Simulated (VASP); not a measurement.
# Sc5SbSe2 (P-6m2) in VASP: notebook

The runs below take Sc5SbSe2 through single point, relaxation of cell and atoms, with PBE.

Program: VASP 6.6.1. These are calculated values, not measurements. Logs are shortened: lines on timing, memory, paths and dates and some standing lists are left out, and cuts for length are marked.

### Step 1. The cell of the first run

The structure is hexagonal, space group P-6m2 (No. 187). The conventional cell has a = 8.410 Å, b = 8.410 Å, c = 5.711 Å, α = 90.00°, β = 90.00°, γ = 120.00°. Within 3.2 Å of Sc (site symmetry mm2) lie 2 Se at 2.41 to 2.44 Å. Sc (site symmetry 3m) has 2 Sc at 2.58 to 3.13 Å within 3.4 Å. Sb (site symmetry -6m2) has 2 Se at 2.86 Å and 6 Sc at 3.74 Å within 3.8 Å. Se (site symmetry -6m2) has 3 Sc at 2.41 Å and 2 Sb at 2.86 Å within 3.2 Å. Se (site symmetry -6m2) has 3 Sc at 2.44 Å within 3.2 Å.

### Step 2. Single point, PBE

The input, INCAR:

```
SYSTEM = Sc5SbSe2
  PREC = Accurate
  ENCUT = 520
  EDIFF = 1E-6
  ISMEAR = 0
  SIGMA = 0.2
  LREAL = .FALSE.
  LASPH = .TRUE.
  NELM = 60
  ALGO = Normal
  ISIF = 2
  LWAVE = .FALSE.
  LCHARG = .TRUE.
  GGA = PE
  LELF = .TRUE.
  LVHAR = .TRUE.
  NBANDS = 46
```

The input, KPOINTS:

```
Automatic mesh
0
G
  3 3 3
  0 0 0
```

The input, POSCAR:

```
Sc5SbSe2
1.0
    8.4104354771      0.0000000042      0.0000000000
   -4.2052177422      7.2836507780      0.0000000000
    0.0000000000      0.0000000000      5.7108562284
Sc Sb Se
5 1 2
Direct
    0.1656098774      0.8343901226      0.0000000000
    0.1656098774      0.3312197549      0.0000000000
    0.6687802451      0.8343901226      0.0000000000
    0.6666666667      0.3333333333      0.2257996342
    0.6666666667      0.3333333333      0.7742003658
    0.0000000000      0.0000000000      0.5000000000
    0.0000000000      0.0000000000      0.0000000000
    0.3333333333      0.6666666667      0.0000000000
```

Potentials or basis: VASP PAW PBE potentials, release 64 (Sc_sv, Sb, Se).

Command:

```console
> cat potpaw_PBE.64/Sc_sv/POTCAR potpaw_PBE.64/Sb/POTCAR potpaw_PBE.64/Se/POTCAR > POTCAR
> mpirun -np 1 vasp_std > vasp.out
```

OUTCAR:

```text
SYSTEM = Sc5SbSe2
   PREC = Accurate
   ENCUT = 520
   EDIFF = 1E-6
   ISMEAR = 0
   LREAL = .FALSE.
   LASPH = .TRUE.
   NELM = 60
   ISIF = 2
   GGA = PE

 ion  position               nearest neighbor table
   1  0.166  0.834  0.000-   7 2.41   8 2.44
   2  0.166  0.331  0.000-   7 2.41   8 2.44
   3  0.669  0.834  0.000-   7 2.41   8 2.44
   4  0.667  0.333  0.226-   5 2.58   5 3.13
   5  0.667  0.333  0.774-   4 2.58   4 3.13
   6  0.000  0.000  0.500-   7 2.86   7 2.86
   7  0.000  0.000  0.000-   1 2.41   3 2.41   2 2.41   6 2.86   6 2.86
   8  0.333  0.667  0.000-   3 2.44   1 2.44   2 2.44

  LATTYP: Found a hexagonal cell.
 ALAT       =     8.4104354771
 C/A-ratio  =     0.6790202771

  Lattice vectors:

 A1 = (   8.4104354771,   0.0000000042,   0.0000000000)
 A2 = (  -4.2052177422,   7.2836507780,   0.0000000000)
 A3 = (   0.0000000000,   0.0000000000,   5.7108562284)

Analysis of symmetry for initial positions (statically):
=====================================================================
 Subroutine PRICEL returns:
 Original cell was already a primitive cell.

 Routine SETGRP: Setting up the symmetry group for a
 hexagonal supercell.

 Subroutine GETGRP returns: Found 12 space group operations
 (whereof 12 operations were pure point group operations)
 out of a pool of 24 trial point group operations.

The static configuration has the point symmetry D_3h.

Analysis of symmetry for dynamics (positions and initial velocities):
=====================================================================
 Subroutine PRICEL returns:
 Original cell was already a primitive cell.

 Routine SETGRP: Setting up the symmetry group for a
 hexagonal supercell.

 Subroutine GETGRP returns: Found 12 space group operations
 (whereof 12 operations were pure point group operations)
 out of a pool of 24 trial point group operations.

The dynamic configuration has the point symmetry D_3h.

 Subroutine INISYM returns: Found 12 space group operations
 (whereof 12 operations are pure point group operations),
 and found     1 'primitive' translations

----------------------------------------------------------------------------------------

[... 85 lines left out ...]
   EDIFF  = 0.1E-05   stopping-criterion for ELM
   LREAL  =      F    real-space projection
   EDIFFG = 0.1E-04   stopping-criterion for IOM
   NSW    =      0    number of steps for IOM
   IBRION =     -1    ionic relax: 0-MD 1-quasi-New 2-CG
   NFREE  =      0    steps in history (QN), initial steepest desc. (CG)
   ISIF   =      2    stress and relaxation
   ISYM   =      2    0-nonsym 1-usesym 2-fastsym
   POTIM  = 0.5000    time-step for ionic-motion
   TEBEG  =    0.0;   TEEND  =   0.0 temperature during run
   PSTRESS=    0.0 pullay stress
   NELECT =      72.0000    total number of electrons
   NUPDOWN=      -1.0000    fix difference up-down
   EMIN   =  10.00;   EMAX   =-10.00  energy-range for DOS
   EFERMI =   0.00;   METHOD = LEGACY
   ISMEAR =     0;   SIGMA  =   0.20  broadening in eV -4-tet -1-fermi 0-gaus
   EFERMI_NEDOS =   21; number of points for ismear=-14 and -15
   IALGO  =     38    algorithm
   IMIX   =      4    mixing-type and parameters
     AMIX     =   0.40;   BMIX     =  1.00
     AMIX_MAG =   1.60;   BMIX_MAG =  1.00
  volume/ion in A,a.u.               =      43.73       295.10
  Fermi-wavevector in a.u.,A,eV,Ry     =   0.966561  1.826536 12.711116  0.934241
  Thomas-Fermi vector in A             =   2.096373
   LORBIT       =      0    0 simple, 1 ext, 2 COOP (PROOUT), +10 PAW based schemes
   GGA     = PE    functional components
   LHFCALC =     F    Hartree Fock is set to
   AEXX    =    0.0000 exact exchange contribution
   IVDW    =     0    specifies the selected vdW correction
   LEPSILON=     F    determine dielectric tensor
   LRPA    =     F    only Hartree local field effects (RPA)
 non-spin polarized calculation
 Gauss-broadening in eV      SIGMA  =   0.20
  energy-cutoff  :      520.00
  volume of cell :      349.84
 maximum number of plane-waves:      9441
 NGX is ok and might be reduce to    64
   NGX = 31   NGY = 31   NGZ = 21

 number of electron      71.9999998 magnetization

 Free energy of the ion-electron system (eV)
  ---------------------------------------------------
  ext. energy  EPLUGINS =         0.00000000
  ---------------------------------------------------
  free energy    TOTEN  =       -38.39567668 eV

  energy without entropy =      -38.12070986  energy(sigma->0) =      -38.25819327

 E-fermi :   1.5907     XC(G=0):  -7.2416

 val. band max:        1.5554558020   @ k =   0.3333   0.0000   0.0000
 cond. band min:       1.5922545499   @ k =   0.3333   0.0000   0.3333
 fundamental gap:      0.0367987478
 Fermi energy:         1.5907026445

 k-point     1 :       0.0000    0.0000    0.0000
  band No.  band energies     occupation
      1     -49.2059      2.00000
      2     -49.2040      2.00000
      3     -49.2040      2.00000
      4     -48.7581      2.00000
      5     -48.6144      2.00000
      6     -27.9900      2.00000
[... 283 lines left out ...]
     45       2.4209      0.00000
     46       2.6785      0.00000

------------------------ aborting loop because EDIFF is reached ----------------------------------------

  FORCE on cell =-STRESS in cart. coord.  units (eV):
  Direction    XX          YY          ZZ          XY          YZ          ZX
  --------------------------------------------------------------------------------------
  -------------------------------------------------------------------------------------
  Total        0.8741125      0.8741125     -0.0845481     -0.0000000      0.0000000      0.0000000
  in kB        4.0032166      4.0032166     -0.3872090     -0.0000000      0.0000000      0.0000000
  external PRESSURE =       2.5397414 kB  Pullay stress =       0.0000000 kB

 VOLUME and BASIS-vectors are now :
 -----------------------------------------------------------------------------
  energy-cutoff  :      520.00
  volume of cell :      349.84
      direct lattice vectors                 reciprocal lattice vectors
     8.410435477  0.000000004  0.000000000     0.118899907  0.068646894  0.000000000
    -4.205217742  7.283650778  0.000000000    -0.000000000  0.137293787  0.000000000
     0.000000000  0.000000000  5.710856228     0.000000000  0.000000000  0.175105091

 POSITION                                       TOTAL-FORCE (eV/Angst)
 -----------------------------------------------------------------------------------
     -2.11594      6.07741      0.00000         0.070956     -0.040967      0.000000
     -0.00000      2.41249      0.00000        -0.000000      0.081933     -0.000000
      2.11594      6.07741      0.00000        -0.070956     -0.040967      0.000000
      4.20522      2.42788      1.28951        -0.000000     -0.000000      0.045362
      4.20522      2.42788      4.42135        -0.000000     -0.000000     -0.045362
      0.00000      0.00000      2.85543        -0.000000     -0.000000      0.000000
      0.00000      0.00000      0.00000        -0.000000     -0.000000      0.000000
     -0.00000      4.85577      0.00000        -0.000000     -0.000000      0.000000
 -----------------------------------------------------------------------------------
    total drift:                                0.000001     -0.000000      0.000000

  FREE ENERGIE OF THE ION-ELECTRON SYSTEM (eV)
  ---------------------------------------------------
  free  energy   TOTEN  =       -38.3956766783 eV

  energy  without entropy=      -38.1207098606  energy(sigma->0) =      -38.25819327
```

OSZICAR:

```text
N       E                     dE             d eps       ncg     rms          rms(c)
DAV:   1     0.121928257619E+04    0.12193E+04   -0.30312E+04   608   0.137E+03
DAV:   2     0.990832837826E+02   -0.11202E+04   -0.11055E+04   808   0.610E+02
DAV:   3    -0.348682149874E+02   -0.13395E+03   -0.13121E+03   944   0.261E+02
DAV:   4    -0.444541115686E+02   -0.95859E+01   -0.92840E+01   912   0.611E+01
DAV:   5    -0.448925821155E+02   -0.43847E+00   -0.42366E+00   920   0.143E+01    0.150E+01
DAV:   6    -0.391431179786E+02    0.57495E+01   -0.41046E+01   856   0.309E+01    0.603E+00
DAV:   7    -0.387104463081E+02    0.43267E+00   -0.57334E+00   920   0.105E+01    0.506E+00
DAV:   8    -0.386669117965E+02    0.43535E-01   -0.49935E+00   872   0.661E+00    0.423E+00
DAV:   9    -0.384021467290E+02    0.26477E+00   -0.16816E+00   896   0.502E+00    0.840E-01
DAV:  10    -0.383937443431E+02    0.84024E-02   -0.19587E-01   936   0.190E+00    0.501E-01
DAV:  11    -0.383947626408E+02   -0.10183E-02   -0.27338E-02   872   0.975E-01    0.235E-01
DAV:  12    -0.383953043658E+02   -0.54172E-03   -0.46795E-03   920   0.309E-01    0.123E-01
DAV:  13    -0.383956820012E+02   -0.37764E-03   -0.16093E-03   896   0.212E-01    0.507E-02
DAV:  14    -0.383956477150E+02    0.34286E-04   -0.32862E-04   928   0.949E-02    0.170E-02
DAV:  15    -0.383956676295E+02   -0.19915E-04   -0.10536E-04   808   0.395E-02    0.624E-03
DAV:  16    -0.383956756853E+02   -0.80558E-05   -0.23258E-05   696   0.221E-02    0.704E-03
DAV:  17    -0.383956766783E+02   -0.99305E-06   -0.55730E-06   656   0.957E-03
   1 F= -.38395677E+02 E0= -.38258193E+02  d E =-.274967E+00
```

stdout:

```text
POSCAR found type information on POSCAR ScSbSe
 POSCAR found :  3 types and       8 ions
 scaLAPACK will be used
 LDA part: xc-table for (Slater+PW92), standard interpolation
 POSCAR, INCAR and KPOINTS ok, starting setup
 FFT: planning ... GRIDC
 FFT: planning ... GRID_SOFT
 FFT: planning ... GRID
 WAVECAR not read
 entering main loop
```

Run time: 1.8 min. Hardware: 1 thread of Intel Xeon 6975P-C (Granite Rapids), shared host; peak memory 0.47 GiB.

Results:

- Free energy: -38.3957 eV
- Pressure: 0.3 GPa
- Largest force: 0.082 eV/Å
- Band gap on the k mesh: zero (band 36 reaches 1.61 eV, above the bottom of band 37 at 1.47 eV)

Forces on the atoms (eV/Å):
```
Sc   0.071 -0.041  0.000
Sc   0.000  0.082  0.000
Sc  -0.071 -0.041  0.000
Sc   0.000  0.000  0.045
Sc   0.000  0.000 -0.045
Sb   0.000  0.000  0.000
Se   0.000  0.000  0.000
Se   0.000  0.000  0.000
```

Stress tensor (GPa, compression positive):
```
 0.40  0.00  0.00
 0.00  0.40  0.00
 0.00  0.00 -0.04
```

Caveat: the k points lie up to 0.37 Å⁻¹ apart; spin-orbit coupling is left out, which moves the levels of the heavy elements.

### Step 3. Relaxation of cell and atoms, PBE

This run uses another cell than the first one, of 25.47 Å³/atom, 0.582 times its volume.

The input, INCAR:

```
  PREC = Accurate
  ENCUT = 600
  EDIFF = 1E-6
  ISMEAR = 0
  SIGMA = 0.2
  LREAL = F
  LASPH = T
  NELM = 100
  ALGO = Normal
  ISIF = 3
  LWAVE = F
  LCHARG = F
  GGA = PE
  IBRION = 2
  NSW = 36
  EDIFFG = -0.08
```

The input, KPOINTS:

```
Automatic mesh
0
Gamma
  3 3 3
```

The input, POSCAR:

```
Sc5SbSe2
1.0
    5.8385411700      0.0000000000      0.0000000000
   -2.9192705900      5.0563249800      0.0000000000
    0.0000000000      0.0000000000      6.9024156300
Sc Sb Se
5 1 2
Direct
    0.1612782000      0.8387218000      0.0000000000
    0.1612782000      0.3225564000      0.0000000000
    0.6774436000      0.8387218000      0.0000000000
    0.6666666700      0.3333333300      0.1524145600
    0.6666666700      0.3333333300      0.8475854400
    0.0000000000      0.0000000000      0.5000000000
    0.0000000000      0.0000000000      0.0000000000
    0.3333333300      0.6666666700      0.0000000000
```

Potentials or basis: VASP PAW PBE potentials, release 64 (Sc_sv, Sb, Se).

Command:

```console
> cat potpaw_PBE.64/Sc_sv/POTCAR potpaw_PBE.64/Sb/POTCAR potpaw_PBE.64/Se/POTCAR > POTCAR
> mpirun -np 1 vasp_std > vasp.out
```

OUTCAR:

```text
PREC = Accurate
   ENCUT = 600
   EDIFF = 1E-6
   ISMEAR = 0
   LREAL = F
   LASPH = T
   NELM = 100
   ISIF = 3
   GGA = PE
   IBRION = 2
   NSW = 36
   EDIFFG = -0.08

 ion  position               nearest neighbor table
   1  0.161  0.839  0.000-   7 1.63   8 1.74   3 2.82   2 2.82   3 3.01   2 3.01   5 3.10   4 3.10
                             4 3.10   5 3.10
   2  0.161  0.323  0.000-   7 1.63   8 1.74   3 2.82   1 2.82   3 3.01   1 3.01   4 3.10   5 3.10
                             5 3.10   4 3.10
   3  0.677  0.839  0.000-   7 1.63   8 1.74   1 2.82   2 2.82   1 3.01   2 3.01   4 3.10   5 3.10
                             4 3.10   5 3.10
   4  0.667  0.333  0.152-   5 2.10   2 3.10   3 3.10   1 3.10   1 3.10   2 3.10   3 3.10
   5  0.667  0.333  0.848-   4 2.10   2 3.10   3 3.10   1 3.10   1 3.10   2 3.10   3 3.10
   6  0.000  0.000  0.500-
   7  0.000  0.000  0.000-   3 1.63   1 1.63   2 1.63
   8  0.333  0.667  0.000-   1 1.74   3 1.74   2 1.74
[... 514 lines left out ...]
  in kB      -60.6145089    -60.6145092    444.0480527      0.0000001      0.0000000      0.0000000
  external PRESSURE =     107.6063449 kB  Pullay stress =       0.0000000 kB
[... 351 lines left out ...]
     42       0.1769      0.01247
     43       0.2477      0.00270

[... ionic steps 4 to 18 ...]

--------------------------------------- Ionic step       19  -------------------------------------------

 number of electron      72.0000032 magnetization

------------------------ aborting loop because EDIFF is reached ----------------------------------------
[... 79 lines left out ...]
--------------------------------------- Ionic step       21  -------------------------------------------

 number of electron      72.0000048 magnetization

 Free energy of the ion-electron system (eV)
  ---------------------------------------------------
  ext. energy  EPLUGINS =         0.00000000
  ---------------------------------------------------
  free energy    TOTEN  =       -38.30833723 eV

  energy without entropy =      -38.02522363  energy(sigma->0) =      -38.16678043

 E-fermi :   1.6615     XC(G=0):  -7.2915

 val. band max:        1.5739541126   @ k =   0.3333   0.0000   0.0000
 cond. band min:       1.7212471534   @ k =   0.3333   0.0000   0.3333
 fundamental gap:      0.1472930408
 Fermi energy:         1.6615318782
[... 309 lines left out ...]
  FREE ENERGIE OF THE ION-ELECTRON SYSTEM (eV)
  ---------------------------------------------------
  free  energy   TOTEN  =       -38.3083372268 eV

  energy  without entropy=      -38.0252236252  energy(sigma->0) =      -38.16678043

 reached required accuracy - stopping structural energy minimisation
```

OSZICAR:

```text
N       E                     dE             d eps       ncg     rms          rms(c)
DAV:   1     0.165853460792E+04    0.16585E+04   -0.34789E+04   516   0.187E+03
DAV:   2     0.198338162187E+03   -0.14602E+04   -0.14413E+04   700   0.751E+02
DAV:   3     0.138108524299E+02   -0.18453E+03   -0.17991E+03   839   0.354E+02
[... 621 lines left out ...]
DAV:   6    -0.383083197555E+02    0.41346E-05   -0.70795E-04   872   0.129E-01    0.371E-02
DAV:   7    -0.383083296558E+02   -0.99003E-05   -0.16191E-04   840   0.572E-02    0.118E-02
DAV:   8    -0.383083345290E+02   -0.48732E-05   -0.48276E-05   616   0.249E-02    0.453E-03
DAV:   9    -0.383083363202E+02   -0.17911E-05   -0.14272E-05   496   0.135E-02    0.178E-03
DAV:  10    -0.383083372268E+02   -0.90664E-06   -0.44934E-06   456   0.871E-03
  21 F= -.38308337E+02 E0= -.38166780E+02  d E =-.450988E-02
```

CONTCAR:

```text
Sc5SbSe2
   1.00000000000000
     8.4553533857812031    0.0000000016625152    0.0000000000000000
    -4.2276766986918037    7.3225508342357868   -0.0000000000000000
     0.0000000000000000   -0.0000000000000000    5.5884730351089553
  Sc              Sb              Se
     5     1     2
Direct
     0.1663066180574750    0.8336933817750303    0.0000000000000000
     0.1663066181128559    0.3326132363378331    0.0000000000000000
     0.6673867638296619    0.8336933818871440    0.0000000000000000
     0.6666666699999979    0.3333333300000021    0.2291405050342442
     0.6666666699999979    0.3333333300000021    0.7708594949657559
     0.0000000000000000    0.0000000000000000    0.5000000000000000
     0.0000000000000000    0.0000000000000000    0.0000000000000000
     0.3333333300000021    0.6666666699999979    0.0000000000000000

  0.00000000E+00  0.00000000E+00  0.00000000E+00
  0.00000000E+00  0.00000000E+00  0.00000000E+00
  0.00000000E+00  0.00000000E+00  0.00000000E+00
  0.00000000E+00  0.00000000E+00  0.00000000E+00
  0.00000000E+00  0.00000000E+00  0.00000000E+00
  0.00000000E+00  0.00000000E+00  0.00000000E+00
  0.00000000E+00  0.00000000E+00  0.00000000E+00
  0.00000000E+00  0.00000000E+00  0.00000000E+00
```

Wall time 41 min (1 thread of Intel Xeon 6975P-C (Granite Rapids), shared host); peak memory 0.4 GiB.

Results:

```
Free energy                            : -38.3083 eV
Relaxed volume                         : 43.25 Å³/atom
Relaxed cell                           : a = 8.455 Å, b = 8.455 Å, c = 5.588 Å, α = 90.00°, β = 90.00°, γ = 120.00°
Space group after relaxing (to 0.05 Å) : P-6m2 (No. 187)
Energy gained by relaxing              : 6359.4 meV/atom
Ionic steps                            : 21
Pressure after relaxing                : 0.1 GPa
Largest force after relaxing           : 0.061 eV/Å
Band gap on the k mesh                 : zero (band 36 reaches 1.75 eV, above the bottom of band 37 at 1.53 eV)
```

Forces on the atoms (eV/Å):
```
Sc   0.029 -0.017  0.000
Sc   0.000  0.034  0.000
Sc  -0.029 -0.017  0.000
Sc   0.000  0.000 -0.061
Sc   0.000  0.000  0.061
Sb   0.000  0.000  0.000
Se   0.000  0.000  0.000
Se   0.000  0.000  0.000
```

The path:
| step | energy change (eV) | largest force (eV/Å) | pressure (GPa) | volume (Å³) |
| --- | --- | --- | --- | --- |
| 1 | 0.0000 | 13.2401 | 87.78 | 203.77 |
| 2 | -137.8326 | 3.1681 | 10.76 | 829.09 |
| 3 | -36.5758 | 7.4300 | -0.78 | 692.39 |
| 4 | -36.9358 | 8.0356 | -0.14 | 669.58 |
| 5 | -37.1957 | 8.6682 | 0.44 | 647.98 |
| 6 | -38.9938 | 0.8187 | -6.14 | 712.02 |
| 7 | -40.0567 | 1.9635 | -4.07 | 684.37 |
| 8 | -44.9132 | 2.2542 | -3.31 | 536.73 |
| 9 | -39.7568 | 12.4039 | 32.08 | 223.63 |
| 10 | -45.3019 | 4.8074 | -1.02 | 463.71 |
| 11 | -49.1651 | 4.1519 | 2.80 | 329.22 |
| 12 | -48.3632 | 5.3463 | 10.64 | 273.03 |
| 13 | -49.2141 | 4.5670 | 4.81 | 308.92 |
| 14 | -48.4639 | 5.5631 | 8.60 | 287.26 |
| 15 | -50.0916 | 1.8953 | 5.02 | 299.21 |
| 16 | -50.7596 | 0.6400 | 0.90 | 333.07 |
| 17 | -50.7890 | 0.7265 | -0.05 | 344.50 |
| 18 | -50.7895 | 0.7148 | 0.03 | 343.34 |
| 19 | -50.8494 | 0.3250 | 0.06 | 343.76 |
| 20 | -50.8706 | 0.1000 | 0.17 | 344.19 |
| 21 | -50.8751 | 0.0612 | 0.08 | 346.01 |

Final structure:
```
Sc Sb Se
1.0
     8.45535    0.00000    0.00000
    -4.22768    7.32255    0.00000
     0.00000    0.00000    5.58847
Sc Sb Se
5 1 2
Direct
  0.16631 0.83369 0.00000
  0.16631 0.33261 0.00000
  0.66739 0.83369 0.00000
  0.66667 0.33333 0.22914
  0.66667 0.33333 0.77086
  0.00000 0.00000 0.50000
  0.00000 0.00000 0.00000
  0.33333 0.66667 0.00000
```

Levels at points of the mesh, in eV from the Fermi level:
| k point | band 34 | band 35 | band 36 | band 37 | band 38 | band 39 |
| --- | --- | --- | --- | --- | --- | --- |
| (0.00, 0.00, 0.00) | -0.33 | -0.33 | -0.13 | -0.13 | 0.10 | 0.10 |

Caveat: the k points lie up to 0.37 Å⁻¹ apart in the final cell; the volume moved by over 15 % at a fixed basis, so the end points are rough; spin-orbit coupling is left out, which moves the levels of the heavy elements; the relaxation stopped at a loose force limit of 0.08 eV/Å, so its end isn't a converged minimum.
